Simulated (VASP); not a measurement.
# Li (P1) in VASP: notebook

The runs below take Li through single point, with PBE.

All numbers are computed with VASP 6.6.1; they aren't measurements. Logs are shortened: lines on timing, memory, paths and dates and some standing lists are left out, and cuts for length are marked.

## (1) The cell of the first run

The typed cell holds 16 atoms: a = 6.524 Å, b = 5.969 Å, c = 6.321 Å, α = 91.36°, β = 90.62°, γ = 89.15°.

## (2) Single point, PBE

File INCAR:

```
SYSTEM = Li
PREC = Accurate
ENCUT = 520
EDIFF = 1E-6
ISMEAR = -1
SIGMA = 0.1
LREAL = Auto
LASPH = .True.
NELM = 100
ALGO = Normal
ISIF = 2
LWAVE = .False.
LCHARG = .False.
GGA = PE
NBANDS = 38
```

File KPOINTS:

```
Automatic mesh
0
Gamma
  2 2 2
  0 0 0
```

File POSCAR:

```
Li
1.0
    6.5241760000      0.0460750000     -0.0342640000
    0.0460750000      5.9680640000     -0.0729060000
   -0.0342640000     -0.0729060000      6.3208330000
Li
16
Direct
    0.0308199156     -0.0788149488      0.0596297879
    0.4686232870      0.0424825068     -0.0105596623
   -0.1456299649      0.5619315155      0.1101877417
    0.0051604890      0.0393619298      0.5685716645
    0.2068766428      0.2031400197      0.2206194259
    0.5096916478      0.6352046414      0.0812826892
    0.3940587157      0.0624724370      0.6446075451
    0.5507521048      0.2490695018      0.3379506516
   -0.0563928974      0.4855822112      0.5882562647
    0.2597435612      0.7024527769      0.3641787207
    0.1950111259      0.3430629262      0.8724472244
    0.5627895513      0.4964128255      0.6015148470
    0.7197521794      0.8669709400      0.3950379597
    0.8594379508      0.2420979806      0.9128857189
    0.2519282380      0.7083128587      0.7868222948
    0.7517601063      0.8249116360      0.8032642717
```

Potentials or basis: VASP PAW PBE potentials, release 64 (Li_sv).

Launch:

```console
$ cat potpaw_PBE.64/Li_sv/POTCAR > POTCAR
$ mpirun -np 1 vasp_std > vasp.out
```

OUTCAR:

```text
SYSTEM = Li
   PREC = Accurate
   ENCUT = 520
   EDIFF = 1E-6
   ISMEAR = -1
   LREAL = Auto
   LASPH = .True.
   NELM = 100
   ISIF = 2
   GGA = PE

 ion  position               nearest neighbor table
   1  0.031  0.921  0.060-   5 2.27  14 2.40   3 2.48  16 2.49  15 2.56
   2  0.469  0.042  0.989-   7 2.23   5 2.43   6 2.52  16 2.53   8 2.55
   3  0.854  0.562  0.110-  14 2.26   6 2.29   1 2.48  16 2.60
   4  0.005  0.039  0.569-  13 2.39   7 2.58  16 2.60
   5  0.207  0.203  0.221-   1 2.27  11 2.37   8 2.37   2 2.43
   6  0.510  0.635  0.081-   3 2.29  10 2.46   2 2.52  15 2.54
   7  0.394  0.062  0.645-   2 2.23   8 2.49  15 2.51  11 2.54   4 2.58
   8  0.551  0.249  0.338-  12 2.20   5 2.37   7 2.49  13 2.55   2 2.55
   9  0.944  0.486  0.588-  12 2.49  11 2.57
  10  0.260  0.702  0.364-   6 2.46
  11  0.195  0.343  0.872-  15 2.30  14 2.30   5 2.37   7 2.54   9 2.57
  12  0.563  0.496  0.602-   8 2.20   9 2.49
  13  0.720  0.867  0.395-   4 2.39   8 2.55
  14  0.859  0.242  0.913-   3 2.26  11 2.30   1 2.40
  15  0.252  0.708  0.787-  11 2.30   7 2.51   6 2.54   1 2.56
  16  0.752  0.825  0.803-   1 2.49   2 2.53   3 2.60   4 2.60

  LATTYP: Found a triclinic cell.
 ALAT       =     5.9686871336
 B/A-ratio  =     1.4391922767
 C/A-ratio  =     1.0931095095
 COS(alpha) =     0.0024015786
 COS(beta)  =     0.0148444854
 COS(gamma) =     0.6773291014

  Lattice vectors:

 A1 = (   0.0460750000,   5.9680640000,  -0.0729060000)
 A2 = (   0.0118110000,   5.8951580000,   6.2479270000)
 A3 = (   6.5241760000,   0.0460750000,  -0.0342640000)

Analysis of symmetry for initial positions (statically):
=====================================================================
 Subroutine PRICEL returns:
 Original cell was already a primitive cell.

 Routine SETGRP: Setting up the symmetry group for a
 triclinic supercell.

 Subroutine GETGRP returns: Found  1 space group operations
 (whereof  1 operations were pure point group operations)
 out of a pool of  2 trial point group operations.

The static configuration has the point symmetry C_1 .

Analysis of symmetry for dynamics (positions and initial velocities):
=====================================================================
 Subroutine PRICEL returns:
 Original cell was already a primitive cell.

 Routine SETGRP: Setting up the symmetry group for a
[... 114 lines left out ...]
   LASPH  =      T    aspherical Exc in radial PAW
   ENCUT  =  520.0 eV  38.22 Ry    6.18 a.u.  12.13 11.10 11.75*2*pi/ulx,y,z
   NELM   =    100;   NELMIN=  2; NELMDL= -5     # of ELM steps
   EDIFF  = 0.1E-05   stopping-criterion for ELM
   LREAL  =      T    real-space projection
   EDIFFG = 0.1E-04   stopping-criterion for IOM
   NSW    =      0    number of steps for IOM
[... 5 lines left out ...]
   TEBEG  =    0.0;   TEEND  =   0.0 temperature during run
   PSTRESS=    0.0 pullay stress
   NELECT =      48.0000    total number of electrons
   NUPDOWN=      -1.0000    fix difference up-down
   EMIN   =  10.00;   EMAX   =-10.00  energy-range for DOS
   EFERMI =   0.00;   METHOD = LEGACY
   ISMEAR =    -1;   SIGMA  =   0.10  broadening in eV -4-tet -1-fermi 0-gaus
   EFERMI_NEDOS =   21; number of points for ismear=-14 and -15
   IALGO  =     38    algorithm
   IMIX   =      4    mixing-type and parameters
     AMIX     =   0.40;   BMIX     =  1.00
     AMIX_MAG =   1.60;   BMIX_MAG =  1.00
  volume/ion in A,a.u.               =      15.38       103.78
  Fermi-wavevector in a.u.,A,eV,Ry     =   0.949459  1.794218 12.265285  0.901473
  Thomas-Fermi vector in A             =   2.077744
   LORBIT       =      0    0 simple, 1 ext, 2 COOP (PROOUT), +10 PAW based schemes
   GGA     = PE    functional components
   LHFCALC =     F    Hartree Fock is set to
   AEXX    =    0.0000 exact exchange contribution
   IVDW    =     0    specifies the selected vdW correction
   LEPSILON=     F    determine dielectric tensor
   LRPA    =     F    only Hartree local field effects (RPA)
 non-spin polarized calculation
  energy-cutoff  :      520.00
  volume of cell :      246.06
 maximum number of plane-waves:      6652
 NGX is ok and might be reduce to    50
   NGX = 25   NGY = 23   NGZ = 23

 number of electron      48.0000008 magnetization

 Free energy of the ion-electron system (eV)
  ---------------------------------------------------
  ext. energy  EPLUGINS =         0.00000000
  ---------------------------------------------------
  free energy    TOTEN  =       -26.54082847 eV

  energy without entropy =      -26.34741242  energy(sigma->0) =      -26.44412044

 E-fermi :   1.3135     XC(G=0):  -7.7340

 val. band max:        1.2893809666   @ k =   0.5000   0.0000  -0.0000
 cond. band min:       1.3214687918   @ k =   0.5000  -0.0000   0.5000
 fundamental gap:      0.0320878252
 Fermi energy:         1.3135323179

 k-point     1 :       0.0000    0.0000    0.0000
  band No.  band energies     occupation
      1     -45.2450      2.00000
      2     -45.0402      2.00000
      3     -45.0058      2.00000
      4     -44.9421      2.00000
      5     -44.9153      2.00000
      6     -44.8805      2.00000
[... 301 lines left out ...]
     35       4.8951      0.00000
     36       5.2762      0.00000
 [bands above 36 left out]

------------------------ aborting loop because EDIFF is reached ----------------------------------------

  FORCE on cell =-STRESS in cart. coord.  units (eV):
  Direction    XX          YY          ZZ          XY          YZ          ZX
  --------------------------------------------------------------------------------------
  -------------------------------------------------------------------------------------
  Total        9.4711893      9.9486866     11.2919063      0.1072989      0.5749166      0.9405581
  in kB       61.6706441     64.7798172     73.5260496      0.6986654      3.7435083      6.1243440
  external PRESSURE =      66.6588370 kB  Pullay stress =       0.0000000 kB

 VOLUME and BASIS-vectors are now :
 -----------------------------------------------------------------------------
  energy-cutoff  :      520.00
  volume of cell :      246.06
      direct lattice vectors                 reciprocal lattice vectors
     6.524176000  0.046075000 -0.034264000     0.153288641 -0.001173442  0.000817413
     0.046075000  5.968064000 -0.072906000    -0.001173442  0.167591120  0.001926675
    -0.034264000 -0.072906000  6.320833000     0.000817413  0.001926675  0.158233650

 POSITION                                       TOTAL-FORCE (eV/Angst)
 -----------------------------------------------------------------------------------
      0.24147      5.49476      0.30869         0.149769     -0.555685      0.078931
      3.02544      0.20299      6.23493         0.546476      0.092206      0.404471
      5.59618      3.38497      0.62624         0.605185     -0.203595      0.749430
      0.01600      0.19370      3.59080         0.277867      0.139625     -0.129415
      1.35150      1.20580      1.37260        -0.475327      0.605823      0.904082
      3.35180      3.80850      0.45000        -0.422376     -0.382876     -0.019360
[... 8 lines left out ...]
      1.64930      4.18150      4.91310        -0.420855      0.300175      0.027903
      4.91510      4.89920      4.99140        -0.032574     -0.058994     -0.225296
 -----------------------------------------------------------------------------------
    total drift:                                0.001518     -0.002661      0.020904

  FREE ENERGIE OF THE ION-ELECTRON SYSTEM (eV)
  ---------------------------------------------------
  free  energy   TOTEN  =       -26.5408284659 eV

  energy  without entropy=      -26.3474124239  energy(sigma->0) =      -26.44412044
```

stdout:

```text
POSCAR found type information on POSCAR Li
 POSCAR found :  1 types and      16 ions
 scaLAPACK will be used
 LDA part: xc-table for (Slater+PW92), standard interpolation
 POSCAR, INCAR and KPOINTS ok, starting setup
 FFT: planning ... GRIDC
 FFT: planning ... GRID_SOFT
 FFT: planning ... GRID
 WAVECAR not read
 entering main loop
```

It took 72 s on 1 thread of AMD EPYC 9R45 (Zen 5), shared host; peak memory 0.3 GiB.

What came out:

- Free energy: -26.5408 eV
- Largest force: 1.242 eV/Å
- Band gap on the k mesh: zero (band 24 reaches 1.59 eV, above the bottom of band 25 at 1.01 eV)

Forces in eV/Å, atoms in the order of the input:
```
Li   0.150 -0.556  0.079
Li   0.546  0.092  0.404
Li   0.605 -0.204  0.749
Li   0.278  0.140 -0.129
Li  -0.475  0.606  0.904
Li  -0.422 -0.383 -0.019
Li   0.034  0.027 -0.569
Li   0.801 -0.108 -0.553
Li   0.180  0.086 -0.701
Li  -0.116 -0.134 -0.091
Li   0.556  0.172 -0.133
Li  -0.168  0.179  0.777
Li  -0.289 -0.013 -0.383
Li  -1.226 -0.145 -0.138
Li  -0.421  0.300  0.028
Li  -0.033 -0.059 -0.225
```

Caveat: the k points lie up to 0.53 Å⁻¹ apart; the cutoff is under 1.25 times the usual one of these potentials, so pressure, stress and relaxed cells hold a basis-set (Pulay) error; forces of over 1 eV/Å act on the atoms, so gaps and moduli don't describe the material at rest.

## (3) Single point, PBE

This run uses another cell than the first one, of 22.32 Å³/atom, 1.451 times its volume.

File INCAR:

```
SYSTEM = Li
  PREC = Accurate
  ENCUT = 520
  EDIFF = 1E-6
  ISMEAR = -1
  SIGMA = 0.1
  LREAL = Auto
  LASPH = .True.
  NELM = 100
  ALGO = Normal
  ISIF = 2
  LWAVE = .False.
  LCHARG = .False.
  GGA = PE
  NBANDS = 38
```

KPOINTS is that of step 2.

File POSCAR:

```
Li
1.0
    7.0944470000      0.0000000000      0.0000000000
    0.0000000000      7.0944470000      0.0000000000
    0.0000000000      0.0000000000      7.0944470000
Li
16
Direct
   -0.0886045100     -0.0432309946     -0.0270352291
    0.5593529700     -0.0453030377     -0.0314894170
   -0.0624995859      0.4198917830      0.1190790487
   -0.0526468095      0.0593280914      0.5285119474
    0.2741721800      0.2270085322      0.3123851655
    0.5202519661      0.4802629437     -0.0588770344
    0.5311760029     -0.0363523753      0.5932668184
    0.6639700036      0.2297430652      0.2529161188
    0.0360845602      0.4557508147      0.5358698148
    0.1834533403      0.7495157833      0.2690414066
    0.2030038423      0.2274454936      0.8847624064
    0.5016599602      0.4744555848      0.5271587764
    0.6506356309      0.7135580828      0.2979090548
    0.8137632151      0.2488566057      0.7540122578
    0.2099247482      0.7311774970      0.7577193825
    0.8024585990      0.6373153538      0.7344053737
```

Potentials or basis: VASP PAW PBE potentials, release 64 (Li_sv).

Launch:

```console
$ cat potpaw_PBE.64/Li_sv/POTCAR > POTCAR
$ mpirun -np 1 vasp_std > vasp.out
```

Wall time 98 s (1 thread of Intel Xeon Platinum 8488C (Sapphire Rapids), shared host); peak memory 0.36 GiB.

It converged, with:

* Free energy: -28.5648 eV
* Largest force: 0.959 eV/Å
* Band gap on the k mesh: zero (band 24 reaches 0.59 eV, above the bottom of band 25 at -0.12 eV)

Forces on the atoms (eV/Å):
```
Li   0.410 -0.154  0.330
Li  -0.541  0.015  0.161
Li   0.133  0.320 -0.186
Li   0.277 -0.734 -0.552
Li  -0.077 -0.240 -0.162
Li  -0.161  0.035  0.315
Li  -0.155  0.140 -0.150
Li   0.122 -0.227  0.134
Li   0.167 -0.031 -0.341
Li   0.192  0.052 -0.053
Li   0.196 -0.048 -0.314
Li  -0.220 -0.230  0.288
Li   0.372  0.127 -0.209
Li  -0.709  0.310  0.492
Li   0.115  0.094  0.110
Li  -0.122  0.571  0.135
```

Levels at points of the mesh, in eV from the Fermi level:
```csv
k point,band 20,band 21,band 22,band 23,band 24,band 25,band 26,band 27
"(0.00, 0.00, 0.00)",-1.00,-0.95,-0.88,-0.81,0.40,0.49,0.53,0.65
"(0.50, 0.00, 0.00)",-0.63,-0.48,-0.45,-0.38,-0.37,-0.21,-0.18,1.05
"(0.00, 0.50, 0.00)",-0.59,-0.53,-0.49,-0.37,-0.35,-0.31,-0.23,1.14
"(0.00, 0.00, 0.50)",-0.58,-0.52,-0.44,-0.39,-0.34,-0.27,-0.20,1.03
"(0.50, 0.50, 0.00)",-1.95,-0.35,-0.12,0.03,0.13,0.23,0.30,0.40
"(0.00, 0.50, 0.50)",-1.96,-0.12,-0.09,0.01,0.06,0.20,0.25,0.34
"(0.50, 0.00, 0.50)",-1.97,-0.30,-0.23,0.02,0.13,0.19,0.39,0.48
"(0.50, 0.50, 0.50)",-1.57,-1.47,-1.44,-1.42,-1.27,1.87,1.90,2.02
```

Caveat: the k points lie up to 0.44 Å⁻¹ apart; the cutoff is under 1.25 times the usual one of these potentials, so pressure, stress and relaxed cells hold a basis-set (Pulay) error.

[end of part 1 of 2]
